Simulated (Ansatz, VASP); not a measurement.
## One calculation of Y, two programs

INCAR

```
SYSTEM = Y
ALGO     = Fast           ! electronic algorithm
EDIFF    = 1E-7           ! SCF threshold, eV
ENCUT    = 520            ! plane-wave cutoff, eV
GGA      = PE             ! functional
ISIF     = 2              ! what is computed and relaxed
ISMEAR   = 0              ! smearing method
LASPH    = .True.         ! aspherical terms in the spheres
LCHARG   = .False.        ! write CHGCAR
LREAL    = .False.        ! projectors in reciprocal space
LWAVE    = .False.        ! write WAVECAR
NBANDS   = 18             ! bands
NELM     = 100            ! most SCF steps
PREC     = Accurate       ! precision mode
SIGMA    = 0.15           ! smearing width, eV
```

File KPOINTS:

```
k-points
0
Gamma
  18 18 8
  0 0 0
```

POSCAR

```
Y
1.0
    3.4689242752      0.0000000000      0.0000000000
   -1.7344621376      3.0041765462      0.0000000000
    0.0000000000      0.0000000000      6.0347700000
Y
2
Direct
    0.3333333333      0.6666666667      0.2500000000
    0.6666666667      0.3333333333      0.7500000000
```

Input for Ansatz:

```yaml
crystal:
  lattice:
    - [3.4689242752, 0.0, 0.0]
    - [-1.7344621376, 3.0041765462, 0.0]
    - [0.0, 0.0, 6.03477]
  atoms:
    - { symbol: "Y", position: [0.3333333333, 0.6666666667, 0.25] }
    - { symbol: "Y", position: [0.6666666667, 0.3333333333, 0.75] }
basis:
  ecutwfc: 420
kpoints:
  mp_grid: { grid: [18, 18, 8] }
hamiltonian:
  xc: pbe
scf:
  occupations: { method: gaussian, width: 0.15 }
output:
  forces: true
  stress: true
  eigenvalues: true
```

Change from the starting cell: strain -0.050 along x and y, +0.050 along z, atoms carried along.

Alike in both runs: task single point; functional PBE; k mesh 18 × 18 × 8; occupations gaussian, width 0.15 eV; no spin polarisation.

|  | VASP | Ansatz |
| --- | --- | --- |
| version | VASP 6.6.1 | Ansatz 0.2.0 |
| potentials or method | VASP PAW PBE potentials, release 64 (Y_sv), cutoff 520 eV | scalar-relativistic, plane waves, PAW |
| valence electrons in the cell | 22 | 22 |

VASP gave:

```
gap on the k mesh at the Fermi level (eV)                     : none
pressure (GPa)                                                : 1.7
traceless stress, the component that is largest in VASP (GPa) : -3.93
```

Task: Which values does Ansatz return?

Result: gap on the k mesh at the Fermi level (eV): none; pressure (GPa): 1.9; traceless stress, the component that is largest in VASP (GPa): -3.94.

A gap of «none» marks a metal or a gap that the smearing closes.
